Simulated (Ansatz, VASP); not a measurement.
Mg: VASP beside Ansatz

```
Mg
1.0
    -1.82196    1.82196    1.56220
     1.82196   -1.82196    1.56220
     1.82196    1.82196   -1.56220
Mg
1
Direct
  0.00000 0.00000 0.00000
```

Alike in both runs: task single point; functional PBEsol; k mesh 18 × 18 × 18; occupations gaussian, width 0.15 eV; no spin polarisation.

```csv
,VASP,Ansatz
version,VASP 6.6.1,Ansatz 0.2.0
potentials or method,"VASP PAW PBE potentials, release 64 (Mg), cutoff 520 eV","scalar-relativistic, plane waves, PAW"
valence electrons in the cell,2,10
```

Ansatz gave:

* gap on the k mesh at the Fermi level (eV): none
* pressure (GPa): 3.9
* traceless stress, the component that is largest in VASP (GPa): 1.68

Task: What did VASP give for the same quantities?

Result: gap on the k mesh at the Fermi level (eV): none; pressure (GPa): 3.8; traceless stress, the component that is largest in VASP (GPa): 1.70.

VASP's potentials were made for PBE, not for PBEsol. A gap of «none» marks a metal or a gap that the smearing closes. The functional is the same, so the differences come from potentials, cutoffs and numerics. VASP's potentials hold 2 valence electrons a cell and Ansatz's 10, so a difference there can come from the potentials and not from the codes.
